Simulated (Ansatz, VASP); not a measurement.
**LaHg: VASP beside Ansatz**

```
CELL_PARAMETERS angstrom
3.83700 0.00000 0.00000
0.00000 3.83700 0.00000
0.00000 0.00000 3.79863
ATOMIC_POSITIONS crystal
La 0.50000 0.50000 0.50000
Hg 0.00000 0.00000 0.00000
```

Change from the starting cell: zz strain of -1 %.

Alike in both runs: task single point; functional LDA; k mesh 11 × 11 × 11; occupations fermi-dirac, width 0.08 eV; no spin polarisation.

|  | VASP | Ansatz |
| --- | --- | --- |
| version | VASP 6.6.1 | Ansatz 0.2.0 |
| potentials or method | VASP PAW LDA potentials, release 64 (La, Hg), cutoff 520 eV | all-electron LAPW, scalar-relativistic |

Ansatz gave:

| Item | Value |
| --- | --- |
| pressure (GPa) | -1.3 |
| traceless stress, the component that is largest in VASP (GPa) | 0.11 |

Question: What did VASP give for the same quantities?

Answer: Pressure (GPa): -1.2; traceless stress, the component that is largest in VASP (GPa): 0.11.

LDA's correlation is that of Perdew and Zunger in VASP and of Perdew and Wang (1992) in Ansatz. Ansatz ran all-electron here, and VASP with PAW potentials.

Spin-orbit coupling is off throughout.
